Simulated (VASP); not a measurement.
Input of a VASP 6.6.1 run:

Contents of POSCAR:

```
KBr
1.0
    0.0866840053      3.3022478201      3.3022478201
    3.3022478201      0.0866840053      3.3022478201
    3.3889318254      3.3889318254      0.0000000000
K Br
1 1
Direct
    0.0000000000      0.0000000000      0.0000000000
    0.5000000000      0.5000000000      0.5000000000
```

File INCAR.step1:

```
SYSTEM = KBr
  ALGO = Normal
  EDIFF = 1E-4
  ENCUT = 520
  GGA = PE
  ISMEAR = 0
  LASPH = .TRUE.
  LCHARG = .FALSE.
  LREAL = .FALSE.
  LWAVE = .TRUE.
  NBANDS = 15
  NELM = 100
  PREC = Accurate
  SIGMA = 0.01
```

The input INCAR.step2:

```
SYSTEM = KBr
  ALGO = Normal
  EDIFF = 1E-7
  ENCUT = 520
  ISIF = 2
  ISMEAR = 0
  ISTART = 1
  LASPH = .TRUE.
  LCHARG = .FALSE.
  LMIXTAU = .TRUE.
  LREAL = .FALSE.
  LWAVE = .FALSE.
  METAGGA = R2SCAN
  NBANDS = 15
  NELM = 100
  PREC = Accurate
  SIGMA = 0.01
```

KPOINTS

```
k-points
0
G
  6 6 6
  0 0 0
```

Potentials or basis: VASP PAW PBE potentials, release 64 (K_sv, Br).

Run with:

```bash
$ cat potpaw_PBE.64/K_sv/POTCAR potpaw_PBE.64/Br/POTCAR > POTCAR
$ cp INCAR.step1 INCAR
$ mpirun -np 1 vasp_std > vasp.out
$ cp INCAR.step2 INCAR
$ mpirun -np 1 vasp_std > vasp.out
```

Question: What does it give for the pressure?

Answer: 0.0 GPa.

Question: Estimate the band gap on the k mesh.

Answer: 5.00 eV, direct.

Stress tensor (GPa, compression positive):
```
 0.03 -0.28  0.00
-0.28  0.03  0.00
 0.00  0.00  0.01
```

Caveat: the cell differs from its parent crystal (shear xy strain +5.2%); the PAW data sets were made with another functional, which shifts forces and pressure a little.
